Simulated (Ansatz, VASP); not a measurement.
# CdTe in VASP and in Ansatz

```
Te Cd
1.0
     0.00000    3.20500    3.20500
     3.20500    0.00000    3.20500
     3.20500    3.20500    0.00000
Te Cd
1 1
Direct
  0.75000 0.75000 0.75000
  0.00000 0.00000 0.00000
```

Alike in both runs: task single point; functional PBE; k mesh 4 × 4 × 4; occupations fermi-dirac, width 0.05 eV; no spin polarisation.

```csv
,VASP,Ansatz
version,VASP 6.6.1,Ansatz 0.2.0
potentials or method,"VASP PAW PBE potentials, release 64 (Te, Cd)",Ansatz PAW
plane-wave cutoff (eV),520,420
valence electrons in the cell,18,36
```

Ansatz gave:

| Quantity | Value |
| --- | --- |
| gap on the k mesh at the Fermi level (eV) | 0.86 |
| least direct gap on the mesh (eV) | 0.86 |
| pressure (GPa) | 4.5 |

Question: Estimate VASP's values.

Answer: gap on the k mesh at the Fermi level (eV): 0.86; least direct gap on the mesh (eV): 0.86; pressure (GPa): 4.6.

The functional is the same, so the differences come from potentials, cutoffs and numerics. VASP's potentials hold 18 valence electrons a cell and Ansatz's 36, so a difference there can come from the potentials and not from the codes.

The k mesh is coarse, so the values compare programs but aren't converged. Neither program's run includes spin-orbit coupling.
